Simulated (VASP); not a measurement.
# KZrN (P4/mmm) in VASP: notebook

Runs on KZrN. Level: PBE. Tasks: single point.

Program: VASP 6.6.1. These are calculated values, not measurements. Logs are shortened: lines on timing, memory, paths and dates and some standing lists are left out, and cuts for length are marked.

## 1. The cell of the first run

The structure is tetragonal, space group P4/mmm (No. 123). The conventional cell has a = 3.856 Å, b = 3.856 Å, c = 3.927 Å, α = 90.00°, β = 90.00°, γ = 90.00°. K (site symmetry 4/mmm) has 4 N at 2.73 Å and 8 Zr at 3.36 Å within 3.6 Å. Within 2.6 Å of Zr (site symmetry 4/mmm) lie 2 N at 1.96 Å. Within 2.6 Å of N (site symmetry 4/mmm) lie 2 Zr at 1.96 Å.

## 2. Single point, PBE

Contents of INCAR:

```
SYSTEM = KZrN
PREC     = Accurate       ! precision mode
ENCUT    = 520            ! plane-wave cutoff, eV
EDIFF    = 1E-6           ! SCF threshold, eV
ISMEAR   = 0              ! smearing method
SIGMA    = 0.1            ! smearing width, eV
LREAL    = .FALSE.        ! projectors in reciprocal space
LASPH    = .TRUE.         ! aspherical terms in the spheres
NELM     = 60             ! most SCF steps
ALGO     = Normal         ! electronic algorithm
ISIF     = 2              ! what is computed and relaxed
LWAVE    = .FALSE.        ! write WAVECAR
LCHARG   = .FALSE.        ! write CHGCAR
GGA      = PE             ! functional
NBANDS   = 20             ! bands
```

Contents of KPOINTS:

```
regular mesh
0
G
  4 4 4
  0 0 0
```

Contents of POSCAR:

```
KZrN
1.0
    3.8559990400      0.0000000000      0.0000000000
    0.0000000000      3.8559990400      0.0000000000
    0.0000000000      0.0000000000      3.9274979300
K Zr N
1 1 1
Direct
    0.0000000000      0.0000000000      0.0000000000
    0.5000000000      0.5000000000      0.5000000000
    0.5000000000      0.5000000000      0.0000000000
```

Potentials or basis: VASP PAW PBE potentials, release 64 (K_sv, Zr_sv, N).

Run with:

```sh
$ cat potpaw_PBE.64/K_sv/POTCAR potpaw_PBE.64/Zr_sv/POTCAR potpaw_PBE.64/N/POTCAR > POTCAR
$ mpirun -np 1 vasp_std > vasp.out
```

OUTCAR:

```text
SYSTEM = KZrN
   PREC = Accurate
   ENCUT = 520
   EDIFF = 1E-6
   ISMEAR = 0
   LREAL = .FALSE.
   LASPH = .TRUE.
   NELM = 60
   ISIF = 2
   GGA = PE

 ion  position               nearest neighbor table
   1  0.000  0.000  0.000-   3 2.73   3 2.73   3 2.73   3 2.73   2 3.36   2 3.36   2 3.36   2 3.36
                             2 3.36   2 3.36   2 3.36   2 3.36
   2  0.500  0.500  0.500-   3 1.96   3 1.96   1 3.36   1 3.36   1 3.36   1 3.36   1 3.36   1 3.36
                             1 3.36   1 3.36
   3  0.500  0.500  0.000-   2 1.96   2 1.96   1 2.73   1 2.73   1 2.73   1 2.73

  LATTYP: Found a simple tetragonal cell.
 ALAT       =     3.8559990400
 C/A-ratio  =     1.0185422479

  Lattice vectors:

 A1 = (   3.8559990400,   0.0000000000,   0.0000000000)
 A2 = (   0.0000000000,   3.8559990400,   0.0000000000)
 A3 = (   0.0000000000,   0.0000000000,   3.9274979300)

Analysis of symmetry for initial positions (statically):
=====================================================================
 Subroutine PRICEL returns:
 Original cell was already a primitive cell.

 Routine SETGRP: Setting up the symmetry group for a
 simple tetragonal supercell.

 Subroutine GETGRP returns: Found 16 space group operations
 (whereof 16 operations were pure point group operations)
 out of a pool of 16 trial point group operations.

The static configuration has the point symmetry D_4h.

Analysis of symmetry for dynamics (positions and initial velocities):
=====================================================================
 Subroutine PRICEL returns:
 Original cell was already a primitive cell.

 Routine SETGRP: Setting up the symmetry group for a
 simple tetragonal supercell.

 Subroutine GETGRP returns: Found 16 space group operations
 (whereof 16 operations were pure point group operations)
 out of a pool of 16 trial point group operations.

The dynamic configuration has the point symmetry D_4h.

 Subroutine INISYM returns: Found 16 space group operations
 (whereof 16 operations are pure point group operations),
 and found     1 'primitive' translations

----------------------------------------------------------------------------------------

                                     Primitive cell

  volume of cell :      58.3969

  direct lattice vectors                    reciprocal lattice vectors
     3.855999040  0.000000000  0.000000000     0.259336164  0.000000000  0.000000000
     0.000000000  3.855999040  0.000000000     0.000000000  0.259336164  0.000000000
     0.000000000  0.000000000  3.927497930     0.000000000  0.000000000  0.254615029

[... 78 lines left out ...]
   EDIFF  = 0.1E-05   stopping-criterion for ELM
   LREAL  =      F    real-space projection
   EDIFFG = 0.1E-04   stopping-criterion for IOM
   NSW    =      0    number of steps for IOM
   IBRION =     -1    ionic relax: 0-MD 1-quasi-New 2-CG
   NFREE  =      0    steps in history (QN), initial steepest desc. (CG)
   ISIF   =      2    stress and relaxation
   ISYM   =      2    0-nonsym 1-usesym 2-fastsym
   POTIM  = 0.5000    time-step for ionic-motion
   TEBEG  =    0.0;   TEEND  =   0.0 temperature during run
   PSTRESS=    0.0 pullay stress
   NELECT =      26.0000    total number of electrons
   NUPDOWN=      -1.0000    fix difference up-down
   EMIN   =  10.00;   EMAX   =-10.00  energy-range for DOS
   EFERMI =   0.00;   METHOD = LEGACY
   ISMEAR =     0;   SIGMA  =   0.10  broadening in eV -4-tet -1-fermi 0-gaus
   EFERMI_NEDOS =   21; number of points for ismear=-14 and -15
   IALGO  =     38    algorithm
   IMIX   =      4    mixing-type and parameters
     AMIX     =   0.40;   BMIX     =  1.00
     AMIX_MAG =   1.60;   BMIX_MAG =  1.00
  volume/ion in A,a.u.               =      19.47       131.36
  Fermi-wavevector in a.u.,A,eV,Ry     =   1.250075  2.362299 21.261649  1.562687
  Thomas-Fermi vector in A             =   2.384086
   LORBIT       =      0    0 simple, 1 ext, 2 COOP (PROOUT), +10 PAW based schemes
   GGA     = PE    functional components
   LHFCALC =     F    Hartree Fock is set to
   AEXX    =    0.0000 exact exchange contribution
   IVDW    =     0    specifies the selected vdW correction
   LEPSILON=     F    determine dielectric tensor
   LRPA    =     F    only Hartree local field effects (RPA)
 non-spin polarized calculation
 Gauss-broadening in eV      SIGMA  =   0.10
  energy-cutoff  :      520.00
  volume of cell :       58.40
 maximum number of plane-waves:      1580
 NGX is ok and might be reduce to    30
   NGX = 15   NGY = 15   NGZ = 15

 number of electron      26.0000001 magnetization

 Free energy of the ion-electron system (eV)
  ---------------------------------------------------
  ext. energy  EPLUGINS =         0.00000000
  ---------------------------------------------------
  free energy    TOTEN  =       -16.86425716 eV

  energy without entropy =      -16.83027475  energy(sigma->0) =      -16.84726596

 E-fermi :   4.8310     XC(G=0):  -9.9476

 val. band max:        4.8292529801   @ k =   0.0000   0.0000   0.0000
 cond. band min:       4.8387054861   @ k =   0.5000   0.2500   0.0000
 fundamental gap:      0.0094525060
 Fermi energy:         4.8309905217

 k-point     1 :       0.0000    0.0000    0.0000
  band No.  band energies     occupation
      1     -44.1571      2.00000
      2     -24.8367      2.00000
      3     -22.2947      2.00000
      4     -22.2867      2.00000
      5     -22.2867      2.00000
      6      -9.0495      2.00000
[... 403 lines left out ...]
     19      10.3267      0.00000
     20      12.8779      0.00000

------------------------ aborting loop because EDIFF is reached ----------------------------------------

  FORCE on cell =-STRESS in cart. coord.  units (eV):
  Direction    XX          YY          ZZ          XY          YZ          ZX
  --------------------------------------------------------------------------------------
  -------------------------------------------------------------------------------------
  Total        3.8030606      3.8030606     12.0509793      0.0000000      0.0000000      0.0000000
  in kB      104.3407689    104.3407689    330.6306590      0.0000000      0.0000000      0.0000000
  external PRESSURE =     179.7707322 kB  Pullay stress =       0.0000000 kB

 VOLUME and BASIS-vectors are now :
 -----------------------------------------------------------------------------
  energy-cutoff  :      520.00
  volume of cell :       58.40
      direct lattice vectors                 reciprocal lattice vectors
     3.855999040  0.000000000  0.000000000     0.259336164  0.000000000  0.000000000
     0.000000000  3.855999040  0.000000000     0.000000000  0.259336164  0.000000000
     0.000000000  0.000000000  3.927497930     0.000000000  0.000000000  0.254615029

 POSITION                                       TOTAL-FORCE (eV/Angst)
 -----------------------------------------------------------------------------------
      0.00000      0.00000      0.00000         0.000000      0.000000      0.000000
      1.92800      1.92800      1.96375         0.000000      0.000000      0.000000
      1.92800      1.92800      0.00000         0.000000      0.000000      0.000000
 -----------------------------------------------------------------------------------
    total drift:                                0.000000      0.000000      0.000000

  FREE ENERGIE OF THE ION-ELECTRON SYSTEM (eV)
  ---------------------------------------------------
  free  energy   TOTEN  =       -16.8642571645 eV

  energy  without entropy=      -16.8302747471  energy(sigma->0) =      -16.84726596
```

Run time: 37 s. Hardware: 1 thread of Oxide Virtual Turin-like, shared host; peak memory 0.14 GiB.

What came out:

```
Free energy            : -16.8643 eV
Pressure               : 18.0 GPa
Band gap on the k mesh : zero (band 13 reaches 4.96 eV, above the bottom of band 14 at 4.17 eV)
```

Stress tensor (GPa, compression positive):
```
10.43  0.00  0.00
 0.00 10.43  0.00
 0.00  0.00 33.06
```

Levels at points of the mesh, in eV from the Fermi level:
```
           k point  band 10  band 11  band 12  band 13  band 14  band 15  band 16  band 17
(0.00, 0.00, 0.00)    -2.84    -1.25    -1.25    -0.94     0.00     1.76     1.76     1.90
(0.50, 0.00, 0.00)    -2.91    -1.82    -0.88    -0.05     1.18     1.25     1.29     2.06
(0.50, 0.50, 0.00)    -1.82    -1.82    -0.98     0.13     0.67     0.67     2.89     3.48
(0.00, 0.00, 0.50)    -4.91    -2.85    -2.85    -1.52    -0.32     2.19     4.23     4.33
(0.50, 0.00, 0.50)    -4.93    -4.17    -3.35    -1.28     0.82     2.05     3.26     5.22
(0.50, 0.50, 0.50)    -4.87    -3.30    -3.30     0.09     1.85     1.85     2.97     4.85
```

Caveat: the k points lie up to 0.41 Å⁻¹ apart.

## 3. Single point, PBE

This run uses another cell than the first one, of 24.65 Å³/atom, 1.266 times its volume.

Contents of INCAR:

```
PREC     = Accurate       # precision mode
ENCUT    = 520            # plane-wave cutoff, eV
EDIFF    = 1E-6           # SCF threshold, eV
ISMEAR   = 0              # smearing method
SIGMA    = 0.1            # smearing width, eV
LREAL    = False          # projectors in reciprocal space
LASPH    = True           # aspherical terms in the spheres
NELM     = 100            # most SCF steps
ALGO     = Normal         # electronic algorithm
ISIF     = 2              # what is computed and relaxed
LWAVE    = False          # write WAVECAR
LCHARG   = False          # write CHGCAR
GGA      = PE             # functional
NBANDS   = 20             # bands
```

Contents of KPOINTS:

```
Automatic mesh
0
Gamma
  4 4 4
```

Contents of POSCAR:

```
KZrN
1.0
    4.2096382228      0.0000000000      0.0000000000
    0.0000000000      4.2096382228      0.0000000000
    0.0000000000      0.0000000000      4.1727456596
K Zr N
1 1 1
Direct
    0.0000000000      0.0000000000      0.0000000000
    0.5000000000      0.5000000000      0.5000000000
    0.5000000000      0.5000000000      0.0000000000
```

Potentials or basis: VASP PAW PBE potentials, release 64 (K_sv, Zr_sv, N).

Run with:

```sh
$ cat potpaw_PBE.64/K_sv/POTCAR potpaw_PBE.64/Zr_sv/POTCAR potpaw_PBE.64/N/POTCAR > POTCAR
$ mpirun -np 1 vasp_std > vasp.out
```

Run time: 40 s. Hardware: 1 thread of Oxide Virtual Turin-like, shared host; peak memory 0.15 GiB.

Results (log left out):

| Quantity | Value |
| --- | --- |
| Free energy | -17.5482 eV |
| Pressure | 0.2 GPa |
| Band gap on the k mesh | zero (band 13 reaches 3.15 eV, above the bottom of band 14 at 2.78 eV) |

Stress tensor (GPa, compression positive):
```
0.17 0.00 0.00
0.00 0.17 0.00
0.00 0.00 0.25
```

Levels at points of the mesh, in eV from the Fermi level:
| k point | band 9 | band 10 | band 11 | band 12 | band 13 | band 14 | band 15 | band 16 | band 17 | band 18 |
| --- | --- | --- | --- | --- | --- | --- | --- | --- | --- | --- |
| (0.00, 0.00, 0.00) | -12.84 | -2.44 | -0.80 | -0.80 | -0.52 | -0.17 | 1.39 | 1.66 | 1.66 | 5.63 |
| (0.50, 0.00, 0.00) | -12.28 | -2.25 | -1.10 | -0.79 | -0.17 | 0.93 | 1.21 | 1.38 | 1.83 | 2.27 |
| (0.50, 0.50, 0.00) | -12.77 | -1.47 | -1.47 | -0.69 | -0.04 | 0.97 | 0.97 | 2.05 | 2.55 | 3.52 |
| (0.00, 0.00, 0.50) | -11.48 | -3.96 | -2.16 | -2.16 | -1.49 | -0.10 | 1.57 | 3.55 | 4.62 | 4.91 |
| (0.50, 0.00, 0.50) | -11.17 | -3.95 | -3.11 | -2.41 | -0.93 | 0.71 | 1.50 | 2.31 | 4.59 | 4.92 |
| (0.50, 0.50, 0.50) | -11.40 | -3.89 | -2.61 | -2.61 | 0.04 | 1.73 | 1.73 | 2.10 | 3.31 | 4.72 |

Caveat: the k points lie up to 0.38 Å⁻¹ apart.
